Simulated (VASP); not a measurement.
Wanted: the native input for a VASP 6.6.1 run.

```yaml
Task: relaxation of cell and atoms
Functional: PBE
Potentials_or_basis: VASP PAW PBE potentials, release 64 (Sb, P)
Cutoff: 600 eV
k_mesh: 10 × 10 × 6
Occupations: fermi-dirac, width 0.05 eV
Spin: no spin polarisation
Dipole_correction: no
Further_INCAR_settings: ALGO = Normal; EDIFF = 1e-06; IBRION = 2; EDIFFG = -0.005; NSW = 100; ISIF = 3
```

The structure of SbP (wurtzite type) lies in POSCAR:

```
SbP
1.0
    4.1355647211      0.0000000000      0.0000000000
   -2.0677823606      3.5815041075      0.0000000000
    0.0000000000      0.0000000000      6.7409704954
Sb P
2 2
Direct
    0.3333333333      0.6666666667      0.0000000000
    0.6666666667      0.3333333333      0.5000000000
    0.3333333333      0.6666666667      0.3760000000
    0.6666666667      0.3333333333      0.8760000000
```

These files were run (other wordings do the same):

INCAR

```
SYSTEM = SbP
ALGO     = Normal         ! electronic algorithm
EDIFF    = 1E-6           ! SCF threshold, eV
EDIFFG   = -0.005         ! ionic threshold
ENCUT    = 600            ! plane-wave cutoff, eV
GGA      = PE             ! functional
IBRION   = 2              ! ionic algorithm
ISIF     = 3              ! what is computed and relaxed
ISMEAR   = -1             ! smearing method
LASPH    = .True.         ! aspherical terms in the spheres
LCHARG   = .False.        ! write CHGCAR
LREAL    = .False.        ! projectors in reciprocal space
LWAVE    = .False.        ! write WAVECAR
NELM     = 60             ! most SCF steps
NSW      = 100            ! ionic steps
PREC     = Accurate       ! precision mode
SIGMA    = 0.05           ! smearing width, eV
```

KPOINTS

```
k-points
0
Gamma
  10 10 6
  0 0 0
```

Potentials or basis: VASP PAW PBE potentials, release 64 (Sb, P).

Launch:

```bash
$ cat potpaw_PBE.64/Sb/POTCAR potpaw_PBE.64/P/POTCAR > POTCAR
$ mpirun -np 1 vasp_std > vasp.out
```

Results of the run:

```json
{
 "Relaxed volume": "28.99 Å³/atom",
 "Relaxed cell": "a = 4.778 Å, b = 4.778 Å, c = 5.864 Å, α = 90.00°, β = 90.00°, γ = 120.00°",
 "Space group after relaxing (to 0.1 Å)": "P6_3mc (No. 186)",
 "Energy gained by relaxing": "387.8 meV/atom",
 "Ionic steps": "33",
 "Pressure after relaxing": "0.0 GPa",
 "Band gap on the k mesh": "zero (bands 10 and 11 overlap by 0.52 eV)"
}
```

Caveat: the volume moved by over 15 % at a fixed basis, so the end points are rough; spin-orbit coupling is left out, which moves the levels of the heavy elements.

Run time: 16 min on 1 thread of AMD EPYC 9R45 96-Core Processor (Zen 5), with other jobs on the host, peak memory 0.3 GiB.
